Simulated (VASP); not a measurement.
A run of VASP 6.6.1 is set up as follows.

INCAR

```
PREC = Accurate ; ENCUT = 620
EDIFF = 1E-6 ; ISMEAR = -1
SIGMA = 0.05 ; LREAL = F
LASPH = T ; NELM = 120
ALGO = Normal ; ISIF = 2
LWAVE = F ; LCHARG = F
GGA = PE ; NBANDS = 14
GGA_COMPAT = F
```

File KPOINTS:

```
regular mesh
0
Gamma
  20 20 18
```

The input POSCAR:

```
Rh
1.0
    2.1795641389      0.0000000000      0.0000000000
   -1.0897820695      1.8875579135      0.0000000000
    0.0000000000      0.0000000000      2.0636235058
Rh
1
Direct
    0.0000000000      0.0000000000      0.0000000000
```

Potentials or basis: VASP PAW PBE potentials, release 64 (Rh_sv_GW).

Launch:

```console
$ cat potpaw_PBE.64/Rh_sv_GW/POTCAR > POTCAR
$ mpirun -np 1 vasp_std > vasp.out
```

Problem. Predict the band gap on the k mesh.

Solution. Zero (an odd number of electrons rules out a gap without spin polarisation).

Problem. What does it give for the pressure?

Solution. 521.2 GPa.

Caveat: the cell stands under pressure.
